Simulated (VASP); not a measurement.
Here is a VASP 6.6.1 calculation.

Contents of INCAR:

```
ALGO = Normal
EDIFF = 1E-6
ENCUT = 520
GGA = PS
ISIF = 2
ISMEAR = 0
LASPH = T
LCHARG = T
LELF = T
LREAL = F
LVHAR = T
LWAVE = F
NBANDS = 14
NELM = 100
PREC = Accurate
SIGMA = 0.1
```

Contents of KPOINTS:

```
k-points
0
Gamma
  16 16 16
```

Contents of POSCAR:

```
HfB
1.0
    0.0000000000      2.3450779063      2.3450779063
    2.3450779063      0.0000000000      2.3450779063
    2.3450779063      2.3450779063      0.0000000000
Hf B
1 1
Direct
    0.5000000000      0.5000000000      0.5000000000
    0.0000000000      0.0000000000      0.0000000000
```

Potentials or basis: VASP PAW PBE potentials, release 64 (Hf_pv, B).

Command:

```console
$ cat potpaw_PBE.64/Hf_pv/POTCAR potpaw_PBE.64/B/POTCAR > POTCAR
$ mpirun -np 1 vasp_std > vasp.out
```

Predict the pressure.

13.2 GPa.

Caveat: the PAW data sets were made with another functional, which shifts forces and pressure a little.
